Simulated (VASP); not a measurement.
# GaAs in VASP: a series of runs, part 2 of 2

VASP 6.6.1. Earlier steps stand in the parts before.

### 4 Electric field gradients, PBE (zz strain of -2 %)

Input file INCAR:

```
  ALGO = Normal
  EDIFF = 1E-8
  ENCUT = 520
  GGA = PE
  ISIF = 2
  ISMEAR = -1
  LASPH = T
  LCHARG = F
  LEFG = T
  LREAL = F
  LWAVE = F
  NBANDS = 16
  NELM = 100
  PREC = Accurate
  SIGMA = 0.05
```

Input file KPOINTS:

```
k-points
0
Gamma
  11 11 11
```

Input file POSCAR:

```
GaAs
1.0
    0.0000000000      2.8268500000      2.7703130000
    2.8268500000      0.0000000000      2.7703130000
    2.8268500000      2.8268500000      0.0000000000
Ga As
1 1
Direct
    0.0000000000      0.0000000000      0.0000000000
    0.7500000000      0.7500000000      0.7500000000
```

Potentials or basis: VASP PAW PBE potentials, release 64 (Ga_d, As).

On the command line:

```
cat potpaw_PBE.64/Ga_d/POTCAR potpaw_PBE.64/As/POTCAR > POTCAR
mpirun -np 1 vasp_std > vasp.out
```

OUTCAR:

```text
EDIFF = 1E-8
   ENCUT = 520
   GGA = PE
   ISIF = 2
   ISMEAR = -1
   LASPH = T
   LREAL = F
   NELM = 100
   PREC = Accurate

 ion  position               nearest neighbor table
   1  0.000  0.000  0.000-   2 2.43   2 2.43   2 2.43   2 2.43
   2  0.750  0.750  0.750-   1 2.43   1 2.43   1 2.43   1 2.43

  LATTYP: Found a body centered tetragonal cell.
 ALAT       =     3.9977696088
 C/A-ratio  =     1.3859292911

  Lattice vectors:

 A1 = (   0.0000000000,  -2.8268500000,  -2.7703130000)
 A2 = (   0.0000000000,   2.8268500000,  -2.7703130000)
 A3 = (   2.8268500000,   0.0000000000,   2.7703130000)

Analysis of symmetry for initial positions (statically):
=====================================================================
 Subroutine PRICEL returns:
 Original cell was already a primitive cell.

 Routine SETGRP: Setting up the symmetry group for a
 body centered tetragonal supercell.

 Subroutine GETGRP returns: Found  8 space group operations
 (whereof  8 operations were pure point group operations)
 out of a pool of 16 trial point group operations.

The static configuration has the point symmetry D_2d.

Analysis of symmetry for dynamics (positions and initial velocities):
=====================================================================
 Subroutine PRICEL returns:
 Original cell was already a primitive cell.

 Routine SETGRP: Setting up the symmetry group for a
 body centered tetragonal supercell.

 Subroutine GETGRP returns: Found  8 space group operations
 (whereof  8 operations were pure point group operations)
 out of a pool of 16 trial point group operations.
[... 159 lines left out ...]
      2     -10.7226      2.00000
      3     -10.7176      2.00000
      4     -10.6384      2.00000
      5     -10.6352      2.00000
      6      -8.7489      2.00000
[... 433 lines left out ...]
      3     -10.7000      2.00000
      4     -10.6379      2.00000
      5     -10.6366      2.00000
      6      -7.7703      2.00000
[... 8 lines left out ...]
     15      14.3832      0.00000
     16      15.2021      0.00000

 [... further k-points ...]

------------------------ aborting loop because EDIFF is reached ----------------------------------------

  FORCE on cell =-STRESS in cart. coord.  units (eV):
  Direction    XX          YY          ZZ          XY          YZ          ZX
  --------------------------------------------------------------------------------------
  -------------------------------------------------------------------------------------
  Total        1.3026176      1.3026176      1.6173429      0.0000000      0.0000000      0.0000000
  in kB       47.1371323     47.1371323     58.5259287      0.0000000      0.0000000      0.0000000
  external PRESSURE =      50.9333978 kB  Pullay stress =       0.0000000 kB

 VOLUME and BASIS-vectors are now :
 -----------------------------------------------------------------------------
  energy-cutoff  :      520.00
  volume of cell :       44.28
      direct lattice vectors                 reciprocal lattice vectors
     0.000000000  2.826850000  2.770313000    -0.176875321  0.176875321  0.180485021
     2.826850000  0.000000000  2.770313000     0.176875321 -0.176875321  0.180485021
     2.826850000  2.826850000  0.000000000     0.176875321  0.176875321 -0.180485021

 POSITION                                       TOTAL-FORCE (eV/Angst)
 -----------------------------------------------------------------------------------
      0.00000      0.00000      0.00000        -0.000000     -0.000000     -0.000000
      4.24027      4.24027      4.15547         0.000000      0.000000      0.000000
 -----------------------------------------------------------------------------------
    total drift:                               -0.000002     -0.000002      0.000000

  FREE ENERGIE OF THE ION-ELECTRON SYSTEM (eV)
  ---------------------------------------------------
  free  energy   TOTEN  =        -8.2251923382 eV

  energy  without entropy=       -8.2251884300  energy(sigma->0) =       -8.22519038

 Electric field gradients (V/A^2)
---------------------------------------------------------------------
 ion       V_xx      V_yy      V_zz      V_xy      V_xz      V_yz
---------------------------------------------------------------------
   1      -1.653    -1.653     3.305    -0.002    -0.004    -0.004
   2       2.404     2.404    -4.809     0.000     0.000     0.000
---------------------------------------------------------------------

 Electric field gradients after diagonalization (V/A^2)
 (convention: |V_zz| > |V_xx| > |V_yy|)
----------------------------------------------------------------------
 ion       V_xx      V_yy      V_zz     asymmetry (V_yy - V_xx)/ V_zz
----------------------------------------------------------------------
   1      -1.655    -1.651     3.305       0.001
   2       2.404     2.404    -4.809       0.000
----------------------------------------------------------------------

           NMR quadrupolar parameters

 Cq : quadrupolar parameter    Cq=e*Q*V_zz/h
 eta: asymmetry parameters     (V_yy - V_xx)/ V_zz
 Q  : nuclear electric quadrupole moment in mb (millibarn)
----------------------------------------------------------------------
 ion       Cq(MHz)       eta       Q (mb)
----------------------------------------------------------------------
   1       0.008       0.001       1.000
   2      -0.012       0.000       1.000
----------------------------------------------------------------------
```

Wall time 2.1 min (1 thread of Intel Xeon 8259CL, shared host); peak memory 0.24 GiB.

What came out:

```
Free energy                             : -8.2252 eV
Pressure                                : 5.1 GPa
Band gap on the k mesh                  : 0.60 eV
Largest electric field gradient by atom : Ga +3.3; As -4.8 V/Å²
```

Stress tensor (GPa, compression positive):
```
4.71 0.00 0.00
0.00 4.71 0.00
0.00 0.00 5.85
```

Levels at points of the mesh, in eV from the valence-band top:
| k point | band 6 | band 7 | band 8 | band 9 | band 10 | band 11 | band 12 | band 13 |
| --- | --- | --- | --- | --- | --- | --- | --- | --- |
| (0.00, 0.00, 0.00) | -12.95 | -0.11 | -0.11 | 0.00 | 0.60 | 3.62 | 3.68 | 3.68 |

Electric field gradients, principal values (V/Å²):
| atom | least | middle | greatest (by size) |
| --- | --- | --- | --- |
| 1 Ga | -1.651 | -1.655 | 3.305 |
| 2 As | 2.404 | 2.404 | -4.809 |

Caveat: the cell differs from its parent crystal (zz strain of -2 %); the cell stands under pressure; without QUAD_EFG the Cq values of the log hold for a quadrupole moment of 1 mb, not for the nuclei; an odd mesh through Γ misses points on the zone boundary, where band edges can lie.

### 5 Electric field gradients, PBE (zz strain of -2 %)

Input file INCAR:

```
SYSTEM = GaAs
ALGO = Normal ; EDIFF = 1E-8
ENCUT = 520 ; GGA = PE
ISIF = 2 ; ISMEAR = -1
LASPH = .True. ; LCHARG = .False.
LEFG = .True. ; LREAL = .False.
LWAVE = .False. ; NBANDS = 16
NELM = 100 ; PREC = Accurate
SIGMA = 0.05
```

Input file KPOINTS:

```
k-points
0
Gamma
  11 11 11
  0 0 0
```

POSCAR is that of step 4.

Potentials or basis: VASP PAW PBE potentials, release 64 (Ga_d, As).

On the command line:

```
cat potpaw_PBE.64/Ga_d/POTCAR potpaw_PBE.64/As/POTCAR > POTCAR
mpirun -np 1 vasp_std > vasp.out
```

OUTCAR:

```text
SYSTEM = GaAs
   EDIFF = 1E-8
   ENCUT = 520
   GGA = PE
   ISIF = 2
   ISMEAR = -1
   LASPH = .True.
   LREAL = .False.
   NELM = 100
   PREC = Accurate

 ion  position               nearest neighbor table
   1  0.000  0.000  0.000-   2 2.43   2 2.43   2 2.43   2 2.43
   2  0.750  0.750  0.750-   1 2.43   1 2.43   1 2.43   1 2.43

  LATTYP: Found a body centered tetragonal cell.
 ALAT       =     3.9977696088
 C/A-ratio  =     1.3859292911

  Lattice vectors:

 A1 = (   0.0000000000,  -2.8268500000,  -2.7703130000)
 A2 = (   0.0000000000,   2.8268500000,  -2.7703130000)
 A3 = (   2.8268500000,   0.0000000000,   2.7703130000)

Analysis of symmetry for initial positions (statically):
=====================================================================
 Subroutine PRICEL returns:
 Original cell was already a primitive cell.

 Routine SETGRP: Setting up the symmetry group for a
[... 646 lines left out ...]
  volume of cell :       44.28
      direct lattice vectors                 reciprocal lattice vectors
     0.000000000  2.826850000  2.770313000    -0.176875321  0.176875321  0.180485021
     2.826850000  0.000000000  2.770313000     0.176875321 -0.176875321  0.180485021
     2.826850000  2.826850000  0.000000000     0.176875321  0.176875321 -0.180485021

 POSITION                                       TOTAL-FORCE (eV/Angst)
 -----------------------------------------------------------------------------------
      0.00000      0.00000      0.00000        -0.000000     -0.000000     -0.000000
      4.24027      4.24027      4.15547         0.000000      0.000000      0.000000
 -----------------------------------------------------------------------------------
    total drift:                               -0.000002     -0.000002      0.000000

  FREE ENERGIE OF THE ION-ELECTRON SYSTEM (eV)
  ---------------------------------------------------
  free  energy   TOTEN  =        -8.2251923382 eV

  energy  without entropy=       -8.2251884300  energy(sigma->0) =       -8.22519038

 Electric field gradients (V/A^2)
---------------------------------------------------------------------
 ion       V_xx      V_yy      V_zz      V_xy      V_xz      V_yz
---------------------------------------------------------------------
   1      -1.653    -1.653     3.305    -0.002    -0.004    -0.004
   2       2.404     2.404    -4.809     0.000     0.000     0.000
---------------------------------------------------------------------

 Electric field gradients after diagonalization (V/A^2)
 (convention: |V_zz| > |V_xx| > |V_yy|)
----------------------------------------------------------------------
 ion       V_xx      V_yy      V_zz     asymmetry (V_yy - V_xx)/ V_zz
----------------------------------------------------------------------
   1      -1.655    -1.651     3.305       0.001
   2       2.404     2.404    -4.809       0.000
----------------------------------------------------------------------

           NMR quadrupolar parameters

 Cq : quadrupolar parameter    Cq=e*Q*V_zz/h
 eta: asymmetry parameters     (V_yy - V_xx)/ V_zz
 Q  : nuclear electric quadrupole moment in mb (millibarn)
----------------------------------------------------------------------
 ion       Cq(MHz)       eta       Q (mb)
----------------------------------------------------------------------
   1       0.008       0.001       1.000
   2      -0.012       0.000       1.000
----------------------------------------------------------------------
```

OSZICAR:

```text
N       E                     dE             d eps       ncg     rms          rms(c)
DAV:   1     0.839098066094E+02    0.83910E+02   -0.88915E+03  4104   0.157E+03
DAV:   2    -0.173718192266E+01   -0.85647E+02   -0.81523E+02  4552   0.312E+02
DAV:   3    -0.828840298005E+01   -0.65512E+01   -0.65299E+01  5024   0.665E+01
DAV:   4    -0.838752318816E+01   -0.99120E-01   -0.99108E-01  4848   0.910E+00
DAV:   5    -0.838891838052E+01   -0.13952E-02   -0.13951E-02  5152   0.969E-01    0.296E+00
DAV:   6    -0.824492489889E+01    0.14399E+00   -0.21080E-01  6184   0.808E+00    0.180E+00
DAV:   7    -0.822389705979E+01    0.21028E-01   -0.65973E-02  5016   0.188E+00    0.563E-01
DAV:   8    -0.822468854840E+01   -0.79149E-03   -0.10434E-02  4888   0.115E+00    0.117E-01
DAV:   9    -0.822507999873E+01   -0.39145E-03   -0.94054E-04  5104   0.349E-01    0.494E-02
DAV:  10    -0.822514365197E+01   -0.63653E-04   -0.72541E-05  5528   0.937E-02    0.268E-02
DAV:  11    -0.822519175231E+01   -0.48100E-04   -0.66896E-05  4728   0.621E-02    0.285E-03
DAV:  12    -0.822519205054E+01   -0.29823E-06   -0.11622E-06  4984   0.157E-02    0.143E-03
DAV:  13    -0.822519230676E+01   -0.25622E-06   -0.48846E-07  5176   0.469E-03    0.666E-04
DAV:  14    -0.822519229562E+01    0.11139E-07   -0.63327E-09  3944   0.749E-04    0.499E-04
DAV:  15    -0.822519233164E+01   -0.36023E-07   -0.22975E-09  4088   0.414E-04    0.265E-05
DAV:  16    -0.822519233821E+01   -0.65734E-08   -0.40438E-10  2544   0.237E-04
   1 F= -.82251923E+01 E0= -.82251904E+01  d E =-.390820E-05
```

stdout:

```text
POSCAR found type information on POSCAR GaAs
 POSCAR found :  2 types and       2 ions
 scaLAPACK will be used
 LDA part: xc-table for (Slater+PW92), standard interpolation
 POSCAR, INCAR and KPOINTS ok, starting setup
 FFT: planning ... GRIDC
 FFT: planning ... GRID_SOFT
 FFT: planning ... GRID
 WAVECAR not read
 entering main loop
ion   1

ion   2
```

Wall time 2.1 min (1 thread of Intel Xeon 8259CL, shared host); peak memory 0.24 GiB.

What came out:

* Free energy: -8.2252 eV
* Pressure: 5.1 GPa
* Band gap on the k mesh: 0.60 eV
* Largest electric field gradient by atom: Ga +3.3; As -4.8 V/Å²

Electric field gradients, principal values (V/Å²):
```tsv
atom	least	middle	greatest (by size)
1 Ga	-1.651	-1.655	3.305
2 As	2.404	2.404	-4.809
```

Caveat: the cell differs from its parent crystal (zz strain of -2 %); the cell stands under pressure; without QUAD_EFG the Cq values of the log hold for a quadrupole moment of 1 mb, not for the nuclei; an odd mesh through Γ misses points on the zone boundary, where band edges can lie.

### 6 Overview

| cell | gap on the mesh (eV) | pressure (GPa) |
| --- | --- | --- |
| a = 4.076 Å, angles 60.0°, 2 atoms | - | -0.4 |
| a = 3.938, b = 3.938, c = 3.998 Å, angles 59.5, 59.5, 61.0°, 2 atoms | 0.63 | 6.0 |
| a = 3.958, b = 3.958, c = 3.998 Å, angles 59.7, 59.7, 60.7°, 2 atoms | 0.60 | 5.1 |

Alike in all rows: task electric field gradients; level PBE; potentials or basis VASP PAW PBE potentials, release 64 (Ga_d, As); no spin polarisation; k mesh 11 × 11 × 11; cutoff (eV) 520; smearing fermi-dirac 0.05 eV.

Caveats: the cell stands under pressure (at least some runs); an odd mesh through Γ misses points on the zone boundary, where band edges can lie (at least some runs).

Total energies depend on the potentials used, so only differences within one code and one set of settings carry meaning.
